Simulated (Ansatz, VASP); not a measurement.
# TaV in VASP and in Ansatz

```
Ta V
1.0
     1.60670   -2.30777    0.00000
     1.60670    2.30777    0.00000
     0.00000    0.00000    4.34136
Ta V
1 1
Direct
  0.00000 0.00000 0.00000
  0.50000 0.50000 0.50000
```

Alike in both runs: task relaxation of cell and atoms; functional LDA; k mesh 7 × 7 × 5; occupations fermi-dirac, width 0.05 eV; collinear spin.

|  | VASP | Ansatz |
| --- | --- | --- |
| version | VASP 6.6.1 | Ansatz 0.2.0 |
| potentials or method | VASP PAW LDA potentials, release 64 (Ta_pv, V_sv), cutoff 600 eV | all-electron LAPW, scalar-relativistic |

VASP gave:

| Item | Value |
| --- | --- |
| net moment per atom (μB) | 0.00 |
| relaxed volume (Å³/atom) | 15.07 |
| relaxed cell length with the largest relative difference (Å) | 2.754 |

Question: Which values does Ansatz return?

Answer: net moment per atom (μB): 0.00; relaxed volume (Å³/atom): 15.00; relaxed cell length with the largest relative difference (Å): 2.750.

LDA's correlation is that of Perdew and Zunger in VASP and of Perdew and Wang (1992) in Ansatz. Ansatz ran all-electron here, and VASP with PAW potentials.

Spin-orbit coupling is off throughout. Noted on Ansatz's run: the k mesh is thin for a metal, which can move the energy by tens of meV per atom.
